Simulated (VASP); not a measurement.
# BiB (R3m) in VASP: notebook

BiB is run at these levels: PBE, HSE06, r2SCAN; tasks: single point.

All numbers are computed with VASP 6.6.1; they aren't measurements. Logs are shortened: lines on timing, memory, paths and dates and some standing lists are left out, and cuts for length are marked.

## Step 1: The cell of the first run

It takes space group R3m (No. 160, trigonal). Conventional cell: a = 3.654 Å, b = 3.654 Å, c = 9.681 Å, α = 90.00°, β = 90.00°, γ = 120.00°. Within 3.0 Å of B (site symmetry 3m) lie 4 Bi at 2.28 to 2.36 Å. Bi (site symmetry 3m) has 4 B at 2.28 to 2.36 Å within 3.0 Å.

## Step 2: Single point, PBE (epitaxial 111 strain -5.9%)

Input file INCAR:

```
SYSTEM = BiB
PREC = Accurate
ENCUT = 500
EDIFF = 1E-6
ISMEAR = -1
SIGMA = 0.02
LREAL = .False.
LASPH = .True.
NELM = 120
ALGO = Normal
ISIF = 2
LWAVE = .False.
LCHARG = .True.
GGA = PE
LELF = .True.
LVHAR = .True.
NBANDS = 16
GGA_COMPAT = .False.
```

Input file KPOINTS:

```
regular mesh
0
Gamma
  8 8 8
  0 0 0
```

Input file POSCAR:

```
BiB
1.0
    0.1406533227      2.7244036579      2.7244036579
    2.7244036579      0.1406533227      2.7244036579
    2.7244036579      2.7244036579      0.1406533227
B Bi
1 1
Direct
    0.0032364947      0.0032364947      0.0032364947
    0.2467635053      0.2467635053      0.2467635053
```

Potentials or basis: VASP PAW PBE potentials, release 64 (B, Bi_d).

The run is started by

```bash
cat potpaw_PBE.64/B/POTCAR potpaw_PBE.64/Bi_d/POTCAR > POTCAR
mpirun -np 1 vasp_std > vasp.out
```

OUTCAR:

```text
SYSTEM = BiB
   PREC = Accurate
   ENCUT = 500
   EDIFF = 1E-6
   ISMEAR = -1
   LREAL = .False.
   LASPH = .True.
   NELM = 120
   ISIF = 2
   GGA = PE

 ion  position               nearest neighbor table
   1  0.003  0.003  0.003-   2 2.28   2 2.28   2 2.28   2 2.36
   2  0.247  0.247  0.247-   1 2.28   1 2.28   1 2.28   1 2.36

  LATTYP: Found a trigonal (rhomboedric) cell.
 ALAT       =     3.8554550885
 COS(alpha) =     0.5508930302

  Lattice vectors:

 A1 = (   0.1406533227,   2.7244036579,   2.7244036579)
 A2 = (   2.7244036579,   0.1406533227,   2.7244036579)
 A3 = (   2.7244036579,   2.7244036579,   0.1406533227)

Analysis of symmetry for initial positions (statically):
=====================================================================
 Subroutine PRICEL returns:
 Original cell was already a primitive cell.

 Routine SETGRP: Setting up the symmetry group for a
 trigonal (rhombohedral) supercell.

 Subroutine GETGRP returns: Found  6 space group operations
 (whereof  6 operations were pure point group operations)
 out of a pool of 12 trial point group operations.

The static configuration has the point symmetry C_3v.

Analysis of symmetry for dynamics (positions and initial velocities):
=====================================================================
 Subroutine PRICEL returns:
 Original cell was already a primitive cell.

 Routine SETGRP: Setting up the symmetry group for a
 trigonal (rhombohedral) supercell.

 Subroutine GETGRP returns: Found  6 space group operations
 (whereof  6 operations were pure point group operations)
 out of a pool of 12 trial point group operations.

The dynamic configuration has the point symmetry C_3v.

 Subroutine INISYM returns: Found  6 space group operations
 (whereof  6 operations are pure point group operations),
 and found     1 'primitive' translations

----------------------------------------------------------------------------------------

                                     Primitive cell

  volume of cell :      37.3139

  direct lattice vectors                    reciprocal lattice vectors
     0.140653323  2.724403658  2.724403658    -0.198386820  0.188647479  0.188647479
     2.724403658  0.140653323  2.724403658     0.188647479 -0.198386820  0.188647479
     2.724403658  2.724403658  0.140653323     0.188647479  0.188647479 -0.198386820

  length of vectors
     3.855455089  3.855455089  3.855455089     0.332465146  0.332465146  0.332465146

  position of ions in fractional coordinates (direct lattice)
     0.003236495  0.003236495  0.003236495
     0.246763505  0.246763505  0.246763505

  ion indices of the primitive-cell ions
   primitive index   ion index
                 1           1
                 2           2

----------------------------------------------------------------------------------------

 KPOINTS: regular mesh

Automatic generation of k-mesh.
 Grid dimensions read from file:
 generate k-points for:    8    8    8

 Generating k-lattice:

  Cartesian coordinates                     Fractional coordinates (reciprocal lattice)
    -0.024798352  0.023580935  0.023580935     0.125000000  0.000000000  0.000000000
     0.023580935 -0.024798352  0.023580935     0.000000000  0.125000000  0.000000000
     0.023580935  0.023580935 -0.024798352     0.000000000  0.000000000  0.125000000

  Length of vectors
     0.041558143  0.041558143  0.041558143

  Shift w.r.t. Gamma in fractional coordinates (k-lattice)
     0.000000000  0.000000000  0.000000000

 Subroutine IBZKPT returns following result:
 ===========================================

 Found     65 irreducible k-points:

 Following reciprocal coordinates:
            Coordinates               Weight
  0.000000  0.000000  0.000000      1.000000
  0.125000  0.000000 -0.000000      6.000000
  0.250000  0.000000 -0.000000      6.000000
  0.375000  0.000000  0.000000      6.000000
  0.500000  0.000000 -0.000000      3.000000
  0.125000  0.125000 -0.000000      6.000000
[... 16 lines left out ...]
  0.250000  0.125000  0.125000      6.000000
  0.375000  0.125000  0.125000      6.000000
 [... further k-points ...]
   k-points           NKPTS =     65   k-points in BZ     NKDIM =     65   number of bands    NBANDS=     16
   number of dos      NEDOS =    301   number of ions     NIONS =      2
   total plane-waves  NPLWV =  21952
   dimension x,y,z NGX =    28 NGY =   28 NGZ =   28
   dimension x,y,z NGXF=    56 NGYF=   56 NGZF=   56
   ions per type =               1   1
   NGX,Y,Z   is equivalent  to a cutoff of  12.07, 12.07, 12.07 a.u.
   NGXF,Y,Z  is equivalent  to a cutoff of  24.15, 24.15, 24.15 a.u.
 SYSTEM =  BiB
   PREC   = accura    normal or accurate (medium, high low for compatibility)
   ISTART =      0    job   : 0-new  1-cont  2-samecut
   ICHARG =      2    charge: 1-file 2-atom 10-const
   ISPIN  =      1    spin polarized calculation?
   LNONCOLLINEAR =      F non collinear calculations
   LSORBIT =      F    spin-orbit coupling
   LASPH  =      T    aspherical Exc in radial PAW
   ENCUT  =  500.0 eV  36.75 Ry    6.06 a.u.   7.03  7.03  7.03*2*pi/ulx,y,z
   NELM   =    120;   NELMIN=  2; NELMDL= -5     # of ELM steps
   EDIFF  = 0.1E-05   stopping-criterion for ELM
   LREAL  =      F    real-space projection
   EDIFFG = 0.1E-04   stopping-criterion for IOM
   NSW    =      0    number of steps for IOM
   IBRION =     -1    ionic relax: 0-MD 1-quasi-New 2-CG
   NFREE  =      0    steps in history (QN), initial steepest desc. (CG)
   ISIF   =      2    stress and relaxation
   ISYM   =      2    0-nonsym 1-usesym 2-fastsym
   POTIM  = 0.5000    time-step for ionic-motion
   TEBEG  =    0.0;   TEEND  =   0.0 temperature during run
   PSTRESS=    0.0 pullay stress
   NELECT =      18.0000    total number of electrons
   NUPDOWN=      -1.0000    fix difference up-down
   EMIN   =  10.00;   EMAX   =-10.00  energy-range for DOS
   EFERMI =   0.00;   METHOD = LEGACY
   ISMEAR =    -1;   SIGMA  =   0.02  broadening in eV -4-tet -1-fermi 0-gaus
   EFERMI_NEDOS =   21; number of points for ismear=-14 and -15
   IALGO  =     38    algorithm
   IMIX   =      4    mixing-type and parameters
     AMIX     =   0.40;   BMIX     =  1.00
     AMIX_MAG =   1.60;   BMIX_MAG =  1.00
  volume/ion in A,a.u.               =      18.66       125.90
  Fermi-wavevector in a.u.,A,eV,Ry     =   1.283932  2.426280 22.428949  1.648481
  Thomas-Fermi vector in A             =   2.416156
   LORBIT       =      0    0 simple, 1 ext, 2 COOP (PROOUT), +10 PAW based schemes
   GGA     = PE    functional components
   LHFCALC =     F    Hartree Fock is set to
   AEXX    =    0.0000 exact exchange contribution
   IVDW    =     0    specifies the selected vdW correction
   LEPSILON=     F    determine dielectric tensor
   LRPA    =     F    only Hartree local field effects (RPA)
 non-spin polarized calculation
  energy-cutoff  :      500.00
  volume of cell :       37.31
 maximum number of plane-waves:       990
   NGX = 15   NGY = 15   NGZ = 15

 number of electron      18.0000004 magnetization

 Free energy of the ion-electron system (eV)
  ---------------------------------------------------
  ext. energy  EPLUGINS =         0.00000000
  ---------------------------------------------------
  free energy    TOTEN  =        -8.74697507 eV

  energy without entropy =       -8.74690727  energy(sigma->0) =       -8.74694117

 E-fermi :   8.7387     XC(G=0): -10.5135

 val. band max:        8.6806150841   @ k =   0.0000   0.0000   0.0000
 cond. band min:       8.8055241640   @ k =   0.5000   0.5000  -0.0000
 fundamental gap:      0.1249090799
 Fermi energy:         8.7387088976

 k-point     1 :       0.0000    0.0000    0.0000
  band No.  band energies     occupation
      1     -14.9398      2.00000
      2     -14.9332      2.00000
      3     -14.9332      2.00000
      4     -14.8117      2.00000
      5     -14.8117      2.00000
      6      -6.5757      2.00000
[... 8 lines left out ...]
     15      18.8107      0.00000
     16      19.4115      0.00000

 k-point     2 :       0.1250    0.0000   -0.0000
  band No.  band energies     occupation
      1     -14.9359      2.00000
      2     -14.9274      2.00000
      3     -14.9213      2.00000
      4     -14.8133      2.00000
      5     -14.8108      2.00000
      6      -6.3398      2.00000
[... 8 lines left out ...]
     15      17.9643      0.00000
     16      18.5847      0.00000

 k-point     3 :       0.2500    0.0000   -0.0000
  band No.  band energies     occupation
      1     -14.9388      2.00000
      2     -14.9070      2.00000
      3     -14.8994      2.00000
      4     -14.8120      2.00000
      5     -14.8015      2.00000
      6      -5.6529      2.00000
[... 8 lines left out ...]
     15      17.5238      0.00000
     16      18.5670      0.00000

 k-point     4 :       0.3750    0.0000    0.0000
  band No.  band energies     occupation
      1     -14.9429      2.00000
      2     -14.8971      2.00000
      3     -14.8895      2.00000
      4     -14.7995      2.00000
      5     -14.7796      2.00000
      6      -4.6475      2.00000
[... 8 lines left out ...]
     15      18.4113      0.00000
     16      19.8667      0.00000
[... 324 lines left out ...]
 k-point    22 :       0.1250    0.1250    0.1250
  band No.  band energies     occupation
      1     -14.9365      2.00000
      2     -14.9279      2.00000
      3     -14.9279      2.00000
      4     -14.8106      2.00000
      5     -14.8106      2.00000
      6      -6.3823      2.00000
[... 8 lines left out ...]
     15      18.3683      0.00000
     16      18.6487      0.00000

 k-point    23 :       0.2500    0.1250    0.1250
  band No.  band energies     occupation
      1     -14.9330      2.00000
      2     -14.9169      2.00000
      3     -14.9148      2.00000
      4     -14.8140      2.00000
      5     -14.8064      2.00000
      6      -6.0231      2.00000
[... 8 lines left out ...]
     15      17.6628      0.00000
     16      18.0838      0.00000

 k-point    24 :       0.3750    0.1250    0.1250
  band No.  band energies     occupation
      1     -14.9326      2.00000
      2     -14.9021      2.00000
      3     -14.8910      2.00000
      4     -14.8064      2.00000
      5     -14.8030      2.00000
      6      -5.2379      2.00000
[... 8 lines left out ...]
     15      17.9761      0.00000
     16      19.1177      0.00000

 [... further k-points ...]

------------------------ aborting loop because EDIFF is reached ----------------------------------------

  FORCE on cell =-STRESS in cart. coord.  units (eV):
  Direction    XX          YY          ZZ          XY          YZ          ZX
  --------------------------------------------------------------------------------------
  -------------------------------------------------------------------------------------
  Total        2.7415177      2.7415177      2.7415177     -1.1893553     -1.1893553     -1.1893553
  in kB      117.7146842    117.7146842    117.7146842    -51.0682746    -51.0682746    -51.0682746
  external PRESSURE =     117.7146842 kB  Pullay stress =       0.0000000 kB

 VOLUME and BASIS-vectors are now :
 -----------------------------------------------------------------------------
  energy-cutoff  :      500.00
  volume of cell :       37.31
      direct lattice vectors                 reciprocal lattice vectors
     0.140653323  2.724403658  2.724403658    -0.198386820  0.188647479  0.188647479
     2.724403658  0.140653323  2.724403658     0.188647479 -0.198386820  0.188647479
     2.724403658  2.724403658  0.140653323     0.188647479  0.188647479 -0.198386820

 POSITION                                       TOTAL-FORCE (eV/Angst)
 -----------------------------------------------------------------------------------
      0.01809      0.01809      0.01809         0.019654      0.019654      0.019654
      1.37927      1.37927      1.37927        -0.019654     -0.019654     -0.019654
 -----------------------------------------------------------------------------------
    total drift:                                0.000302      0.000302      0.000302

  FREE ENERGIE OF THE ION-ELECTRON SYSTEM (eV)
  ---------------------------------------------------
  free  energy   TOTEN  =        -8.7469750685 eV

  energy  without entropy=       -8.7469072654  energy(sigma->0) =       -8.74694117
```

Wall time 30 s (1 thread of AMD EPYC 7R13 (Zen 3), shared host); peak memory 0.15 GiB.

Results:

```
Free energy            : -8.7470 eV
Pressure               : 11.8 GPa
Largest force          : 0.034 eV/Å
Band gap on the k mesh : 0.12 eV (least direct gap 0.29 eV)
```

Forces on the atoms (eV/Å):
```
B    0.020  0.020  0.020
Bi  -0.020 -0.020 -0.020
```

Caveat: the cell differs from its parent crystal (epitaxial 111 strain -5.9%); the cell stands under pressure; spin-orbit coupling is left out, which moves the levels of the heavy elements. A k mesh can miss the band edges.

## Step 3: Single point, HSE06 (epitaxial 111 strain -5.9%)

POSCAR is that of step 2.

Input file INCAR.step1:

```
SYSTEM = BiB
  ALGO = Normal
  EDIFF = 1E-5
  ENCUT = 420
  GGA = PE
  GGA_COMPAT = .False.
  ISIF = 2
  ISMEAR = -1
  LASPH = .True.
  LREAL = .False.
  LWAVE = .True.
  NBANDS = 16
  NELM = 120
  PREC = Accurate
  SIGMA = 0.02
```

Input file INCAR.step2:

```
SYSTEM = BiB
  ALGO = Normal
  EDIFF = 1E-6
  ENCUT = 420
  GGA = PE
  GGA_COMPAT = .False.
  HFSCREEN = 0.2079
  ISIF = 2
  ISMEAR = -1
  ISTART = 1
  LASPH = .True.
  LCHARG = .True.
  LELF = .True.
  LHFCALC = .True.
  LREAL = .False.
  LVHAR = .True.
  LWAVE = .False.
  NBANDS = 16
  NELM = 120
  PREC = Accurate
  PRECFOCK = Normal
  SIGMA = 0.02
```

Input file KPOINTS:

```
k-points
0
Gamma
  6 6 6
  0 0 0
```

Potentials or basis: VASP PAW PBE potentials, release 64 (B, Bi_d).

The run is started by

```bash
cat potpaw_PBE.64/B/POTCAR potpaw_PBE.64/Bi_d/POTCAR > POTCAR
cp INCAR.step1 INCAR
mpirun -np 1 vasp_std > vasp.out
cp INCAR.step2 INCAR
mpirun -np 1 vasp_std > vasp.out
```

Wall time 61 min (1 thread of AMD EPYC 7R13 (Zen 3), shared host); peak memory 0.25 GiB.

The run converged. Its results:

| Item | Value |
| --- | --- |
| Free energy | -10.2366 eV |
| Pressure | 8.7 GPa |
| Largest force | 0.049 eV/Å |
| Band gap on the k mesh | 0.56 eV (least direct gap 0.92 eV) |

Forces in eV/Å, atoms in the order of the input:
```
B   -0.028 -0.028 -0.028
Bi   0.028  0.028  0.028
```

Stress tensor (GPa, compression positive):
```
 8.65 -5.40 -5.40
-5.40  8.65 -5.40
-5.40 -5.40  8.65
```

Levels at points of the mesh, in eV from the valence-band top:
```tsv
k point	band 7	band 8	band 9	band 10	band 11	band 12
(0.00, 0.00, 0.00)	-0.84	0.00	0.00	0.92	3.29	3.71
(0.50, 0.00, 0.00)	-9.49	-2.57	-2.18	0.77	4.58	4.81
(0.50, 0.50, 0.00)	-9.60	-4.88	-4.14	0.56	1.66	9.21
(0.50, 0.50, 0.50)	-9.63	-1.72	-1.72	2.10	5.27	5.27
```

Caveat: the cell differs from its parent crystal (epitaxial 111 strain -5.9%); the cell stands under pressure; the PAW data sets were made with another functional, which shifts forces and pressure a little; spin-orbit coupling is left out, which moves the levels of the heavy elements. A k mesh can miss the band edges.

## Step 4: Single point, r2SCAN (epitaxial 111 strain -5.9%)

POSCAR is that of step 3.

Input file INCAR.step1:

```
SYSTEM = BiB
  ALGO = Normal
  EDIFF = 1E-4
  ENCUT = 520
  GGA = PE
  ISMEAR = -1
  LASPH = .TRUE.
  LCHARG = .FALSE.
  LREAL = .FALSE.
  LWAVE = .TRUE.
  NBANDS = 16
  NELM = 100
  PREC = Accurate
  SIGMA = 0.02
```

Input file INCAR.step2:

```
SYSTEM = BiB
  ALGO = Normal
  EDIFF = 1E-6
  ENCUT = 520
  ISIF = 2
  ISMEAR = -1
  ISTART = 1
  LASPH = .TRUE.
  LCHARG = .TRUE.
  LELF = .TRUE.
  LMIXTAU = .TRUE.
  LREAL = .FALSE.
  LVHAR = .TRUE.
  LWAVE = .FALSE.
  METAGGA = R2SCAN
  NBANDS = 16
  NELM = 100
  PREC = Accurate
  SIGMA = 0.02
```

Input file KPOINTS:

```
k-points
0
G
  8 8 8
  0 0 0
```

The run is started by

```bash
cat potpaw_PBE.64/B/POTCAR potpaw_PBE.64/Bi_d/POTCAR > POTCAR
cp INCAR.step1 INCAR
mpirun -np 1 vasp_std > vasp.out
cp INCAR.step2 INCAR
mpirun -np 1 vasp_std > vasp.out
```

Wall time 86 s (1 thread of Intel Xeon 6975P-C (Granite Rapids), shared host); peak memory 0.19 GiB.

It converged, with:

| Item | Value |
| --- | --- |
| Free energy | -64.0916 eV |
| Pressure | 10.6 GPa |
| Largest force | 0.012 eV/Å |
| Band gap on the k mesh | 0.23 eV (least direct gap 0.38 eV) |

Forces in eV/Å, atoms in the order of the input:
```
B   -0.007 -0.007 -0.007
Bi   0.007  0.007  0.007
```

Stress tensor (GPa, compression positive):
```
10.60 -5.35 -5.35
-5.35 10.60 -5.35
-5.35 -5.35 10.60
```

Levels at points of the mesh, in eV from the valence-band top:
| k point | band 6 | band 7 | band 8 | band 9 | band 10 | band 11 | band 12 | band 13 |
| --- | --- | --- | --- | --- | --- | --- | --- | --- |
| (0.00, 0.00, 0.00) | -16.01 | -0.85 | 0.00 | 0.00 | 0.38 | 2.78 | 3.20 | 3.20 |
| (0.50, 0.00, 0.00) | -13.26 | -9.04 | -2.54 | -2.11 | 0.32 | 4.13 | 4.30 | 6.20 |
| (0.50, 0.50, 0.00) | -12.22 | -9.17 | -4.73 | -3.99 | 0.23 | 1.34 | 8.65 | 9.62 |
| (0.50, 0.50, 0.50) | -13.90 | -9.20 | -1.68 | -1.68 | 1.64 | 4.78 | 4.78 | 6.46 |

Caveat: the cell differs from its parent crystal (epitaxial 111 strain -5.9%); the cell stands under pressure; the PAW data sets were made with another functional, which shifts forces and pressure a little; spin-orbit coupling is left out, which moves the levels of the heavy elements. A k mesh can miss the band edges.

## Step 5: Overview

```csv
level,k mesh,cutoff (eV),grid for exact exchange (PRECFOCK),share of exact exchange,screening parameter,gap on the mesh (eV),pressure (GPa),largest force (eV/Å)
PBE,8 × 8 × 8,500,-,-,-,0.12,11.8,0.03
HSE06,6 × 6 × 6,420,Normal,0.25,0.2079 1/Å,0.56,8.7,0.05
r2SCAN,8 × 8 × 8,520,-,-,-,0.23,10.6,0.01
```

Alike in all rows: task single point; potentials or basis VASP PAW PBE potentials, release 64 (B, Bi_d); no spin polarisation; cell as given; smearing fermi-dirac 0.02 eV.

Caveats: the cell stands under pressure; spin-orbit coupling is left out, which moves the levels of the heavy elements; the PAW data sets were made with another functional, which shifts forces and pressure a little (at least some runs).

Total energies depend on the potentials used, so only differences within one code and one set of settings carry meaning.
